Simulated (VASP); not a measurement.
Write the native input for VASP 6.6.1 that does the following.

```yaml
Task: single point
Functional: LDA
Potentials_or_basis: VASP PAW LDA potentials, release 64 (Al, N)
Cutoff: 520 eV
k_mesh: 8 × 8 × 5
Occupations: gaussian, width 0.05 eV
Spin: no spin polarisation
Dipole_correction: no
Further_INCAR_settings: ALGO = Normal; EDIFF = 1e-06; NBANDS = 16
```

The structure of AlN lies in POSCAR:

```
AlN
1.0
    3.1296659992      0.0000000000      0.0000000000
   -1.5648329996      2.7103702607      0.0000000000
    0.0000000000      0.0000000000      4.9810000000
Al N
2 2
Direct
    0.3333333333      0.6666666667     -0.0003626895
    0.6666666667      0.3333333333      0.4996373105
    0.3333333333      0.6666666667      0.3823626895
    0.6666666667      0.3333333333      0.8823626895
```

These files were run (other wordings do the same):

INCAR

```
  PREC = Accurate
  ENCUT = 520
  EDIFF = 1E-6
  ISMEAR = 0
  SIGMA = 0.05
  LREAL = F
  LASPH = T
  NELM = 60
  ALGO = Normal
  ISIF = 2
  LWAVE = F
  LCHARG = T
  LELF = T
  LVHAR = T
  NBANDS = 16
```

KPOINTS

```
regular mesh
0
Gamma
  8 8 5
```

Potentials or basis: VASP PAW LDA potentials, release 64 (Al, N).

Run with:

```sh
$ cat potpaw_LDA.64/Al/POTCAR potpaw_LDA.64/N/POTCAR > POTCAR
$ mpirun -np 1 vasp_std > vasp.out
```

It gave:

```json
{
  "Pressure": "-6.3 GPa",
  "Band gap on the k mesh": "4.10 eV"
}
```

Caveat: the cell stands under tension.

It took 18 s on 1 thread of Intel Xeon 8259CL, on a shared host, peak memory 0.14 GiB.
